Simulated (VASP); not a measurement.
Si4Mo2N, 7 atoms in the cell. The cell holds a slab with vacuum, 7 atoms: a = 3.217 Å, b = 3.217 Å, c = 21.879 Å, α = 90.00°, β = 90.00°, γ = 90.00°. 

```yaml
Program: VASP 6.6.1
Task: single point
Functional: PBE
Potentials_or_basis: VASP PAW PBE potentials, release 64 (Si, Mo_sv, N)
Cutoff: 520 eV
k_mesh: 8 × 8 × 1
Occupations: gaussian, width 0.1 eV
Spin: no spin polarisation
Dipole_correction: yes
Further_INCAR_settings: ALGO = Normal; EDIFF = 1e-06; NBANDS = 34
```

Potentials or basis: VASP PAW PBE potentials, release 64 (Si, Mo_sv, N).

Run with:

```bash
$ cat potpaw_PBE.64/Si/POTCAR potpaw_PBE.64/Mo_sv/POTCAR potpaw_PBE.64/N/POTCAR > POTCAR
$ mpirun -np 1 vasp_std > vasp.out
```

Hardware: 1 thread of Intel(R) Xeon(R) Platinum 8488C (Sapphire Rapids), on a shared host.

Question: Estimate the wall time of this run.

Answer: It took 3.5 min on 1 thread of Intel(R) Xeon(R) Platinum 8488C (Sapphire Rapids) (shared host), peak memory 0.39 GiB. Counts: scf iterations 29, k points 25.
